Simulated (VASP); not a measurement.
Crystal: Cs2YTlF6.

```
Cs Y Tl F
1.0
     0.00000    4.81253    4.81253
     4.81253    0.00000    4.81253
     4.81253    4.81253    0.00000
Cs Y Tl F
2 1 1 6
Direct
  0.75000 0.75000 0.75000
  0.25000 0.25000 0.25000
  0.00000 0.00000 0.00000
  0.50000 0.50000 0.50000
  0.77525 0.22475 0.22475
  0.22475 0.22475 0.77525
  0.22475 0.77525 0.77525
  0.22475 0.77525 0.22475
  0.77525 0.22475 0.77525
  0.77525 0.77525 0.22475
```

| Property | Result |
| --- | --- |
| Program | VASP 6.6.1 |
| Task | relaxation of cell and atoms |
| Functional | LDA |
| Potentials or basis | VASP PAW LDA potentials, release 64 (Cs_sv, Y_sv, Tl_d, F) |
| Cutoff | 600 eV |
| k mesh | 4 × 4 × 4 |
| Occupations | gaussian, width 0.01 eV |
| Spin | no spin polarisation |

At the start: pressure -3.0 GPa; volume 22.29 Å³/atom.

**Question.** How do energy, volume and symmetry change on relaxing?

**Answer.** Over 5 steps the energy falls by 15.6 meV/atom and the volume is 20.61 Å³/atom (-7.5 %); space group Fm-3m (No. 225, to 0.1 Å) before and after.

Step by step:
| step | energy change (eV) | largest force (eV/Å) | pressure (GPa) | volume (Å³) |
| --- | --- | --- | --- | --- |
| 1 | 0.0000 | 0.1426 | -2.98 | 222.92 |
| 2 | -0.1213 | 0.4165 | 0.08 | 209.80 |
| 3 | -0.1222 | 0.3692 | -0.20 | 210.78 |
| 4 | -0.1506 | 0.1585 | -0.06 | 208.06 |
| 5 | -0.1564 | 0.0035 | 0.07 | 206.11 |

Final structure:
```
Cs Y Tl F
1.0
     0.00000    4.68834    4.68834
     4.68834    0.00000    4.68834
     4.68834    4.68834    0.00000
Cs Y Tl F
2 1 1 6
Direct
  0.75000 0.75000 0.75000
  0.25000 0.25000 0.25000
  0.00000 0.00000 0.00000
  0.50000 0.50000 0.50000
  0.77290 0.22710 0.22710
  0.22710 0.22710 0.77290
  0.22710 0.77290 0.77290
  0.22710 0.77290 0.22710
  0.77290 0.22710 0.77290
  0.77290 0.77290 0.22710
```
